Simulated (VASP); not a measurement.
# MgS (I4/mmm) in VASP: further runs, part 2 of 2

VASP 6.6.1.

### 4 Single point, PBE (strain -0.040 along x and y, -0.080 along z)

File INCAR:

```
ALGO     = Normal         # electronic algorithm
EDIFF    = 1E-6           # SCF threshold, eV
ENCUT    = 520            # plane-wave cutoff, eV
GGA      = PE             # functional
ISIF     = 2              # what is computed and relaxed
ISMEAR   = 0              # smearing method
LASPH    = True           # aspherical terms in the spheres
LCHARG   = False          # write CHGCAR
LREAL    = False          # projectors in reciprocal space
LWAVE    = False          # write WAVECAR
NBANDS   = 11             # bands
NELM     = 60             # most SCF steps
PREC     = Accurate       # precision mode
SIGMA    = 0.05           # smearing width, eV
```

File KPOINTS:

```
k-points
0
Gamma
  8 8 8
```

File POSCAR:

```
MgS
1.0
    0.0000000000      2.4975840000      2.3935180000
    2.4975840000      0.0000000000      2.3935180000
    2.4975840000      2.4975840000      0.0000000000
Mg S
1 1
Direct
    0.0000000000      0.0000000000      0.0000000000
    0.5000000000      0.5000000000      0.5000000000
```

Run with:

```
$ cat potpaw_PBE.64/Mg/POTCAR potpaw_PBE.64/S/POTCAR > POTCAR
$ mpirun -np 1 vasp_std > vasp.out
```

Run time: 36 s. Hardware: 1 thread of AMD EPYC 7R13, shared host; peak memory 0.14 GiB.

It converged, with:

```yaml
Free_energy: -8.1820 eV
Pressure: 19.4 GPa
Band_gap_on_the_k_mesh: 2.89 eV, indirect (least direct gap 5.04 eV)
```

Stress tensor (GPa, compression positive):
```
15.88  0.00  0.00
 0.00 15.88  0.00
 0.00  0.00 26.39
```

Levels at points of the mesh, in eV from the valence-band top:
```
           k point  band 2  band 3  band 4  band 5  band 6  band 7
(0.00, 0.00, 0.00)   -0.19    0.00    0.00    5.08    7.57    7.57
(0.50, 0.00, 0.00)   -5.85   -0.96   -0.80    4.66    6.74    7.34
(0.50, 0.50, 0.00)   -5.13   -2.31   -2.31    2.89    3.63   13.30
(0.50, 0.00, 0.50)   -5.23   -2.26   -1.87    3.17    3.81   13.14
```

Caveat: the cell differs from its parent crystal (strain -0.040 along x and y, -0.080 along z). A k mesh can miss the band edges.

### 5 Single point, PBE (strain -0.080 along x and y, +0.040 along z)

File INCAR:

```
SYSTEM = MgS
PREC     = Accurate       ! precision mode
ENCUT    = 520            ! plane-wave cutoff, eV
EDIFF    = 1E-7           ! SCF threshold, eV
ISMEAR   = 0              ! smearing method
SIGMA    = 0.05           ! smearing width, eV
LREAL    = .False.        ! projectors in reciprocal space
LASPH    = .True.         ! aspherical terms in the spheres
NELM     = 100            ! most SCF steps
ALGO     = Normal         ! electronic algorithm
ISIF     = 2              ! what is computed and relaxed
LWAVE    = .False.        ! write WAVECAR
LCHARG   = .True.         ! write CHGCAR
GGA      = PE             ! functional
LELF     = .True.         ! ELF
LVHAR    = .True.       
NBANDS   = 11             ! bands
```

File KPOINTS:

```
regular mesh
0
Gamma
  8 8 8
  0 0 0
```

File POSCAR:

```
MgS
1.0
    0.0000000000      2.3935180000      2.7057160000
    2.3935180000      0.0000000000      2.7057160000
    2.3935180000      2.3935180000      0.0000000000
Mg S
1 1
Direct
    0.0000000000      0.0000000000      0.0000000000
    0.5000000000      0.5000000000      0.5000000000
```

Run with:

```
$ cat potpaw_PBE.64/Mg/POTCAR potpaw_PBE.64/S/POTCAR > POTCAR
$ mpirun -np 1 vasp_std > vasp.out
```

Wall time 52 s (1 thread of AMD EPYC 7R13, shared host); peak memory 0.14 GiB.

Results (log left out):

```yaml
Free_energy: -8.1474 eV
Pressure: 17.1 GPa
Band_gap_on_the_k_mesh: 2.72 eV, indirect (least direct gap 4.51 eV)
```

Stress tensor (GPa, compression positive):
```
24.36  0.00  0.00
 0.00 24.36  0.00
 0.00  0.00  2.49
```

Levels at points of the mesh, in eV from the valence-band top:
| k point | band 1 | band 2 | band 3 | band 4 | band 5 | band 6 | band 7 | band 8 |
| --- | --- | --- | --- | --- | --- | --- | --- | --- |
| (0.00, 0.00, 0.00) | -13.68 | -0.33 | -0.33 | 0.00 | 4.51 | 6.81 | 8.21 | 8.21 |
| (0.50, 0.00, 0.00) | -12.01 | -5.76 | -1.23 | -0.71 | 4.24 | 6.62 | 7.63 | 11.37 |
| (0.50, 0.50, 0.00) | -11.97 | -5.20 | -1.73 | -1.73 | 3.60 | 4.07 | 12.24 | 12.88 |
| (0.50, 0.00, 0.50) | -11.34 | -5.03 | -2.92 | -1.81 | 2.72 | 3.71 | 12.54 | 12.82 |

Caveat: the cell differs from its parent crystal (strain -0.080 along x and y, +0.040 along z).

### 6 Single point, PBE (strain -0.080 along x and y, +0.080 along z)

File INCAR:

```
  ALGO = Normal
  EDIFF = 1E-6
  ENCUT = 520
  GGA = PE
  ISIF = 2
  ISMEAR = 0
  LASPH = T
  LCHARG = F
  LREAL = F
  LWAVE = F
  NBANDS = 11
  NELM = 100
  PREC = Accurate
  SIGMA = 0.05
```

File KPOINTS:

```
k-points
0
Gamma
  8 8 8
```

File POSCAR:

```
MgS
1.0
    0.0000000000      2.3935180000      2.8097820000
    2.3935180000      0.0000000000      2.8097820000
    2.3935180000      2.3935180000      0.0000000000
Mg S
1 1
Direct
    0.0000000000      0.0000000000      0.0000000000
    0.5000000000      0.5000000000      0.5000000000
```

Potentials or basis: VASP PAW PBE potentials, release 64 (Mg, S).

Run with:

```
$ cat potpaw_PBE.64/Mg/POTCAR potpaw_PBE.64/S/POTCAR > POTCAR
$ mpirun -np 1 vasp_std > vasp.out
```

OUTCAR:

```text
EDIFF = 1E-6
   ENCUT = 520
   GGA = PE
   ISIF = 2
   ISMEAR = 0
   LASPH = T
   LREAL = F
   NELM = 100
   PREC = Accurate

 ion  position               nearest neighbor table
   1  0.000  0.000  0.000-   2 2.39   2 2.39   2 2.39   2 2.39   2 2.81   2 2.81
   2  0.500  0.500  0.500-   1 2.39   1 2.39   1 2.39   1 2.39   1 2.81   1 2.81

  LATTYP: Found a body centered tetragonal cell.
 ALAT       =     3.3849456174
 C/A-ratio  =     1.6601637471

  Lattice vectors:

 A1 = (  -2.3935180000,   0.0000000000,   2.8097820000)
 A2 = (   2.3935180000,   0.0000000000,   2.8097820000)
 A3 = (   0.0000000000,   2.3935180000,  -2.8097820000)

Analysis of symmetry for initial positions (statically):
=====================================================================
 Subroutine PRICEL returns:
 Original cell was already a primitive cell.

 Routine SETGRP: Setting up the symmetry group for a
 body centered tetragonal supercell.

 Subroutine GETGRP returns: Found 16 space group operations
 (whereof 16 operations were pure point group operations)
 out of a pool of 16 trial point group operations.

The static configuration has the point symmetry D_4h.
[... 172 lines left out ...]
      3       4.3644      2.00000
      4       4.7117      2.00000
      5       8.8740      0.00000
      6      11.3886      0.00000
      7      13.1789      0.00000
      8      13.1789      0.00000
      9      13.8742      0.00000
     10      16.0083      0.00000
     11      16.1174      0.00000
[... 309 lines left out ...]
 k-point    24 :       0.3750   -0.0000    0.1250
  band No.  band energies     occupation
      1      -7.4857      2.00000
      2       0.2492      2.00000
      3       3.4930      2.00000
      4       3.5929      2.00000
      5       9.5880      0.00000
      6      11.8687      0.00000
      7      12.6296      0.00000
      8      13.0517      0.00000
      9      16.3502      0.00000
     10      18.1396      0.00000
     11      18.6998      0.00000

 [... further k-points ...]

------------------------ aborting loop because EDIFF is reached ----------------------------------------

  FORCE on cell =-STRESS in cart. coord.  units (eV):
  Direction    XX          YY          ZZ          XY          YZ          ZX
  --------------------------------------------------------------------------------------
  -------------------------------------------------------------------------------------
  Total        4.4458279      4.4458279     -0.2875702      0.0000000      0.0000000     -0.0000000
  in kB      221.2520021    221.2520021    -14.3112805      0.0000000      0.0000000     -0.0000000
  external PRESSURE =     142.7309079 kB  Pullay stress =       0.0000000 kB

 VOLUME and BASIS-vectors are now :
 -----------------------------------------------------------------------------
  energy-cutoff  :      520.00
  volume of cell :       32.19
      direct lattice vectors                 reciprocal lattice vectors
     0.000000000  2.393518000  2.809782000    -0.208897531  0.208897531  0.177949748
     2.393518000  0.000000000  2.809782000     0.208897531 -0.208897531  0.177949748
     2.393518000  2.393518000  0.000000000     0.208897531  0.208897531 -0.177949748

 POSITION                                       TOTAL-FORCE (eV/Angst)
 -----------------------------------------------------------------------------------
      0.00000      0.00000      0.00000         0.000000     -0.000000     -0.000000
      2.39352      2.39352      2.80978        -0.000000      0.000000      0.000000
 -----------------------------------------------------------------------------------
    total drift:                                0.000000      0.000000      0.000000

  FREE ENERGIE OF THE ION-ELECTRON SYSTEM (eV)
  ---------------------------------------------------
  free  energy   TOTEN  =        -8.1503719742 eV

  energy  without entropy=       -8.1503719742  energy(sigma->0) =       -8.15037197
```

Run time: 41 s. Hardware: 1 thread of AMD EPYC 7R13, shared host; peak memory 0.14 GiB.

What came out:

```yaml
Free_energy: -8.1504 eV
Pressure: 14.3 GPa
Band_gap_on_the_k_mesh: 2.68 eV, indirect (least direct gap 4.16 eV)
```

Levels at points of the mesh, in eV from the valence-band top:
```
           k point  band 2  band 3  band 4  band 5  band 6  band 7
(0.00, 0.00, 0.00)   -0.35   -0.35    0.00    4.16    6.68    8.47
(0.50, 0.00, 0.00)   -5.54   -1.24   -0.60    4.09    6.68    7.82
(0.50, 0.50, 0.00)   -4.96   -1.52   -1.52    3.79    4.31   11.57
(0.50, 0.00, 0.50)   -4.79   -3.00   -1.58    2.68    3.88   11.70
```

Caveat: the cell differs from its parent crystal (strain -0.080 along x and y, +0.080 along z). A k mesh can miss the band edges.

### 7 The runs side by side

```tsv
cell	gap on the mesh (eV)	pressure (GPa)
a = 3.901, b = 3.901, c = 3.974 Å, angles 59.4, 59.4, 61.2°, 2 atoms	2.21	-9.2
a = 3.535, b = 3.535, c = 3.385 Å, angles 61.4, 61.4, 57.2°, 2 atoms	2.82	20.9
a = 3.459, b = 3.459, c = 3.532 Å, angles 59.3, 59.3, 61.4°, 2 atoms	2.89	19.4
a = 3.612, b = 3.612, c = 3.385 Å, angles 62.1, 62.1, 55.9°, 2 atoms	2.72	17.1
a = 3.691, b = 3.691, c = 3.385 Å, angles 62.7, 62.7, 54.6°, 2 atoms	2.68	14.3
```

Alike in all rows: task single point; level PBE; potentials or basis VASP PAW PBE potentials, release 64 (Mg, S); no spin polarisation; k mesh 8 × 8 × 8; cutoff (eV) 520; smearing gaussian 0.05 eV.

Absolute energies hang on the potentials; compare differences alone.
